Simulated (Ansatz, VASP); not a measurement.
## Two plane-wave programs on Ba4Ti4SO11

```xyz
20
Lattice="-4.0060 4.0060 4.0060 4.0060 -4.0060 4.0060 4.0060 4.0060 -4.0060" Properties=species:S:1:pos:R:3 pbc="T T T"
Ba    2.0030    2.0291    2.0291
Ba    2.0030    2.0291   -2.0291
Ba    2.0030   -2.0291    2.0291
Ba   -2.0030    1.9769    1.9769
Ti   -0.1712    0.0000    0.0000
Ti    0.0000    0.0000    4.0060
Ti    0.0000    4.0060    0.0000
Ti    4.1772    0.0000    0.0000
S     2.0030    0.0000    0.0000
O     2.0030    0.0000    4.0060
O     2.0030    4.0060    0.0000
O     6.0090    0.0000    0.0000
O    -0.0903    2.0109    0.0000
O     0.0903    1.9951    4.0060
O    -0.0903    6.0011    0.0000
O     4.0963    2.0109    0.0000
O    -0.0903    0.0000    2.0109
O    -0.0903    0.0000    6.0011
O     0.0903    4.0060    1.9951
O     4.0963    0.0000    2.0109
```

Alike in both runs: functional PBE; k mesh 3 × 3 × 3; occupations fermi-dirac, width 0.01 eV; no spin polarisation.

Ansatz relaxed the structure, and its values are those at the end. VASP's run is a single point on that final structure, the one shown.

|  | VASP | Ansatz |
| --- | --- | --- |
| version | VASP 6.6.1 | Ansatz 0.2.0 |
| potentials or method | VASP PAW PBE potentials, release 64 (Ba_sv, Ti_sv, S, O) | plane-wave PAW, scalar-relativistic |
| plane-wave cutoff (eV) | 520 | 420 |
| valence electrons in the cell | 160 | 160 |

Ansatz gave:

```
gap on the k mesh at the Fermi level (eV) : 1.17
pressure (GPa)                            : 12.3
rms of the force components (eV/Å)        : 0.005
```

Q: What did VASP give for the same quantities?

A: gap on the k mesh at the Fermi level (eV): 1.15; pressure (GPa): 14.3; rms of the force components (eV/Å): 0.020.

Ansatz's warnings: stress scf threshold loose.

Spin-orbit coupling is off throughout.
